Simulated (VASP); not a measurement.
**BN: relaxation of the atoms with LDA**

Crystal: BN.

```
B N
1.0
     2.76207    0.00000    0.00000
    -1.38104    2.15498    0.00000
     0.00000    0.00000    6.01917
B N
2 2
Direct
  0.33333 0.66667 0.25000
  0.66667 0.33333 0.75000
  0.33333 0.66667 0.75000
  0.66667 0.33333 0.25000
```

This cell differs from its parent crystal: normal strain along x +0.1100, normal strain along z -0.0733.

| Quantity | Value |
| --- | --- |
| Program | VASP 6.6.1 |
| Task | relaxation of the atoms |
| Functional | LDA |
| Potentials or basis | VASP PAW LDA potentials, release 64 (B, N) |
| Cutoff | 520 eV |
| k mesh | 12 × 12 × 4 |
| Occupations | gaussian, width 0.05 eV |
| Spin | no spin polarisation |
| Dipole correction | no |
| Further INCAR settings | ALGO = Normal; EDIFF = 1e-07; IBRION = 2; EDIFFG = -0.01; NSW = 50 |

```
Energy gained by relaxing    : 4.0 meV/atom
Ionic steps                  : 12
Pressure after relaxing      : -31.1 GPa
Largest force after relaxing : 0.007 eV/Å
Band gap on the k mesh       : 3.27 eV
```

Forces in eV/Å, atoms in the order of the input:
```
B    0.000  0.001  0.000
B    0.000 -0.001  0.000
N    0.000  0.007  0.000
N    0.000 -0.007  0.000
```

Stress tensor (GPa, compression positive):
```
-78.36   0.00   0.00
  0.00 -16.67   0.00
  0.00   0.00   1.84
```

Step by step:
```csv
step,energy change (eV),largest force (eV/Å),pressure (GPa)
1,0.0000,0.6370,-30.10
2,0.0407,1.2557,-32.48
3,-0.0107,0.0305,-31.06
4,-0.0107,0.0386,-31.04
5,-0.0108,0.0373,-31.04
6,-0.0112,0.0345,-31.04
7,-0.0119,0.0294,-31.05
8,-0.0132,0.0216,-31.06
9,-0.0150,0.0243,-31.08
10,-0.0159,0.0344,-31.11
11,-0.0082,0.5101,-30.27
12,-0.0159,0.0072,-31.07
```

Final structure:
```yaml
crystal:
  lattice:
    - [2.76207, 0.00000, 0.00000]
    - [-1.38104, 2.15498, 0.00000]
    - [0.00000, 0.00000, 6.01917]
  atoms:
    - { symbol: B, position: [0.35700, 0.71400, 0.25000] }
    - { symbol: B, position: [0.64300, 0.28600, 0.75000] }
    - { symbol: N, position: [0.30572, 0.61143, 0.75000] }
    - { symbol: N, position: [0.69428, 0.38857, 0.25000] }
```

Levels at points of the mesh, in eV from the valence-band top:
```csv
k point,band 6,band 7,band 8,band 9,band 10,band 11
"(0.00, 0.00, 0.00)",-2.06,-1.72,-1.61,4.94,8.29,9.01
"(0.50, 0.00, 0.00)",-3.74,-2.49,-0.88,3.42,5.10,8.61
"(0.00, 0.50, 0.00)",-5.16,-1.74,0.00,3.27,5.55,5.94
"(0.00, 0.00, 0.50)",-2.13,-1.66,-1.66,7.23,7.23,9.20
"(0.50, 0.00, 0.50)",-3.82,-1.53,-1.53,3.69,3.69,9.09
"(0.00, 0.50, 0.50)",-5.27,-0.82,-0.82,4.01,4.01,6.23
```

It took 4.1 min on 1 thread of Intel Xeon 8259CL, with other jobs on the host, peak memory 0.18 GiB.

Caveat: the cell differs from its parent crystal (normal strain along x +0.1100, normal strain along z -0.0733). A k mesh can miss the band edges.
